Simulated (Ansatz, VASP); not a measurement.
## Two plane-wave programs on Au

```
Au
1.0
     0.00000    2.16290    2.16290
     2.16290    0.00000    2.16290
     2.16290    2.16290    0.00000
Au
1
Direct
  0.00000 0.00000 0.00000
```

Alike in both runs: task single point; functional BLYP; k mesh 21 × 21 × 21; occupations fermi-dirac, width 0.1 eV; no spin polarisation.

```csv
,VASP,Ansatz
version,VASP 6.6.1,Ansatz 0.2.0
potentials or method,"VASP PAW PBE potentials, release 64 (Au), cutoff 520 eV","plane waves (420 eV) with PAW, scalar-relativistic"
valence electrons in the cell,11,19
```

Ansatz gave:

```
pressure (GPa) : -3.6
```

Problem. Which values does VASP return?

Solution. Pressure (GPa): -3.2.

VASP's potentials were made for PBE, not for BLYP. VASP's potentials hold 11 valence electrons a cell and Ansatz's 19, so a difference there can come from the potentials and not from the codes.

Spin-orbit coupling is off throughout.
